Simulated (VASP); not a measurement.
Write the native input for VASP 6.6.1 that does the following.

* Task: single point
* Functional: PBE
* Potentials or basis: VASP PAW PBE potentials, release 64 (Ni)
* Cutoff: 600 eV
* k mesh: 13 × 13 × 13
* Occupations: fermi-dirac, width 0.1 eV
* Spin: no spin polarisation
* Dipole correction: no
* Further INCAR settings: ALGO = Normal; EDIFF = 1e-06; NBANDS = 11

The structure of Ni lies in POSCAR:

```
Ni
1.0
    0.0000000000      1.7935000000      1.7935000000
    1.7935000000      0.0000000000      1.7935000000
    1.7935000000      1.7935000000      0.0000000000
Ni
1
Direct
    0.0000000000      0.0000000000      0.0000000000
```

The input as run:

INCAR

```
SYSTEM = Ni
ALGO = Normal
EDIFF = 1E-6
ENCUT = 600
GGA = PE
GGA_COMPAT = .False.
ISIF = 2
ISMEAR = -1
LASPH = .True.
LCHARG = .False.
LREAL = .False.
LWAVE = .False.
NBANDS = 11
NELM = 120
PREC = Accurate
SIGMA = 0.1
```

KPOINTS

```
k-points
0
Gamma
  13 13 13
  0 0 0
```

Potentials or basis: VASP PAW PBE potentials, release 64 (Ni).

Launch:

```console
$ cat potpaw_PBE.64/Ni/POTCAR > POTCAR
$ mpirun -np 1 vasp_std > vasp.out
```

Results of the run:

The pressure is -10.4 GPa. The band gap on the k mesh is zero (band 5 reaches 8.50 eV, above the bottom of band 6 at 7.64 eV).

Caveat: the run has no spin polarisation, though such a crystal can be magnetic.

Run time: 25 s on 1 thread of Intel Xeon 8259CL (shared host), peak memory 0.13 GiB.
